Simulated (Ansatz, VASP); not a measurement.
## One calculation of Al, two programs

```xyz
12
Lattice="6.6732 0.0000 0.0000 -3.3366 5.7791 0.0000 0.0000 0.0000 6.0448" Properties=species:S:1:pos:R:3 pbc="T T T"
Al    1.4567    1.7158    3.9255
Al    4.4590    0.4036    1.9106
Al    4.0941    3.6598    5.9404
Al    1.8799    4.0634    0.9031
Al   -1.1224    5.3755    4.9330
Al   -0.7576    2.1194    2.9181
Al   -1.8799    4.0634    2.1192
Al    0.7576    2.1194    0.1043
Al    1.1224    5.3755    4.1342
Al    5.2165    1.7158    5.1416
Al    2.5790    3.6598    3.1267
Al    2.2142    0.4036    1.1118
```

Alike in both runs: task relaxation of cell and atoms; functional PBE; k mesh 3 × 3 × 4; occupations gaussian, width 0.1 eV; no spin polarisation.

```csv
,VASP,Ansatz
version,VASP 6.6.1,Ansatz 0.2.0
potentials or method,"VASP PAW PBE potentials, release 64 (Al), cutoff 600 eV","scalar-relativistic, plane waves, PAW"
valence electrons in the cell,36,36
```

Ansatz gave:

```
gap on the k mesh at the Fermi level, each at its own relaxed structure (eV) : none
relaxed volume (Å³/atom)                                                     : 22.65
relaxed cell length with the largest relative difference (Å)                 : 7.545
```

Task: What did VASP give for the same quantities?

Result: gap on the k mesh at the Fermi level, each at its own relaxed structure (eV): none; relaxed volume (Å³/atom): 22.57; relaxed cell length with the largest relative difference (Å): 7.533.

A gap of «none» marks a metal or a gap that the smearing closes.

The k mesh is coarse, so the values compare programs but aren't converged. Noted on VASP's run: the volume moved by over 15 % at a fixed basis, so the end points are rough.
